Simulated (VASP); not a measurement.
Write the native input for VASP 6.6.1 that does the following.

```
Task                   : single point
Functional             : PBE
Dispersion             : D3(BJ)
Potentials or basis    : VASP PAW PBE potentials, release 64 (Ir, S)
Cutoff                 : 520 eV
k mesh                 : 6 × 6 × 1
Occupations            : gaussian, width 0.1 eV
Spin                   : no spin polarisation
Dipole correction      : yes
Further INCAR settings : ALGO = Normal; EDIFF = 1e-06; NBANDS = 69
```

The structure of Ir12S lies in POSCAR:

```
Ir12S
1.0
    4.7036899471      0.0000000000      0.0000000000
   -2.3518449735      4.0735149857      0.0000000000
    0.0000000000      0.0000000000     25.6520221164
Ir S
12 1
Direct
    0.0000000000      0.3333333333      0.3313578930
    0.3333333333      0.0000000000      0.3313578930
    0.6666666667      0.6666666667      0.3313578930
    0.3333333333      0.3333333333      0.4177971100
    0.6666666667      0.0000000000      0.4177971100
    0.0000000000      0.6666666667      0.4177971100
    0.6623070754      0.3289737420      0.5031262314
    0.0043595913      0.0000000000      0.5031262314
    0.3333333333      0.6710262580      0.5031262314
    0.0000000000      0.3333333333      0.5876422257
    0.3333333333      0.0000000000      0.5923130579
    0.6666666667      0.6666666667      0.5876422257
    0.3333333333      0.0000000000      0.6760799536
```

One way to write it, as run:

INCAR

```
SYSTEM = Ir12S
  ALGO = Normal
  DIPOL = 0.5 0.5 0.477
  EDIFF = 1E-6
  ENCUT = 520
  GGA = PE
  IDIPOL = 3
  ISIF = 2
  ISMEAR = 0
  IVDW = 12
  LASPH = .True.
  LCHARG = .False.
  LDIPOL = .True.
  LREAL = .False.
  LWAVE = .False.
  NBANDS = 69
  NELM = 60
  PREC = Accurate
  SIGMA = 0.1
```

KPOINTS

```
k-points
0
Gamma
  6 6 1
  0 0 0
```

Potentials or basis: VASP PAW PBE potentials, release 64 (Ir, S).

Run with:

```console
$ cat potpaw_PBE.64/Ir/POTCAR potpaw_PBE.64/S/POTCAR > POTCAR
$ mpirun -np 1 vasp_std > vasp.out
```

It gave:

```yaml
Largest_force: 0.289 eV/Å
Band_gap_on_the_k_mesh: zero (bands 57 and 58 overlap by 0.40 eV)
Dispersion_energy_per_atom: -0.533 eV
```

Caveat: spin-orbit coupling is left out, which moves the levels of the heavy elements.

It took 8.4 min on 1 thread of Intel(R) Xeon(R) 6975P-C (Granite Rapids), on a shared host, peak memory 0.6 GiB.
